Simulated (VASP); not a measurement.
Write the native input for VASP 6.6.1 that does the following.

| Quantity | Value |
| --- | --- |
| Task | single point |
| Functional | PBEsol |
| Potentials or basis | VASP PAW PBE potentials, release 64 (Mg, Si) |
| Cutoff | 520 eV |
| k mesh | 12 × 12 × 12 |
| Occupations | gaussian, width 0.1 eV |
| Spin | no spin polarisation |
| Dipole correction | no |
| Further INCAR settings | ALGO = Normal; EDIFF = 1e-06; NBANDS = 14 |

The structure of MgSi lies in POSCAR:

```
MgSi
1.0
    2.0191119834     -5.0201094757      0.0000000000
    2.0191119834      5.0201094757      0.0000000000
    0.0000000000      0.0000000000      3.6413961794
Mg Si
2 2
Direct
    0.6483591823      0.3516408177      0.7500000000
    0.3516408177      0.6483591823      0.2500000000
    0.9226118219      0.0773881781      0.7500000000
    0.0773881781      0.9226118219      0.2500000000
```

These files were run (other wordings do the same):

INCAR

```
PREC = Accurate
ENCUT = 520
EDIFF = 1E-6
ISMEAR = 0
SIGMA = 0.1
LREAL = F
LASPH = T
NELM = 100
ALGO = Normal
ISIF = 2
LWAVE = F
LCHARG = F
GGA = PS
NBANDS = 14
```

KPOINTS

```
Automatic mesh
0
Gamma
  12 12 12
```

Potentials or basis: VASP PAW PBE potentials, release 64 (Mg, Si).

Run with:

```sh
$ cat potpaw_PBE.64/Mg/POTCAR potpaw_PBE.64/Si/POTCAR > POTCAR
$ mpirun -np 1 vasp_std > vasp.out
```

It gave:

```
Pressure               : 0.0 GPa
Largest force          : 0.006 eV/Å
Band gap on the k mesh : zero (band 6 reaches 6.67 eV, above the bottom of band 7 at 4.74 eV)
```

Caveat: the PAW data sets were made with another functional, which shifts forces and pressure a little.

It took 5.4 min on 1 thread of Oxide Virtual Turin-like Processor, on a shared host, peak memory 0.39 GiB.
